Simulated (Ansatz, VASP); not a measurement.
# Two plane-wave programs on Sc

```
Sc
1.0
     0.00000    2.26000    2.26000
     2.26000    0.00000    2.26000
     2.26000    2.26000    0.00000
Sc
1
Direct
  0.00000 0.00000 0.00000
```

Alike in both runs: task single point; functional r2SCAN; k mesh 8 × 8 × 8; occupations gaussian, width 0.1 eV; no spin polarisation.

```csv
,VASP,Ansatz
version,VASP 6.6.1,Ansatz 0.2.0
potentials or method,"VASP PAW PBE potentials, release 64 (Sc_sv)","plane waves, PAW"
plane-wave cutoff (eV),520,500
valence electrons in the cell,11,11
```

```tsv
	VASP	Ansatz	Ansatz less VASP
pressure (GPa)	5.2	5.0	-0.23
```

VASP's potentials were made for PBE, not for r2SCAN.
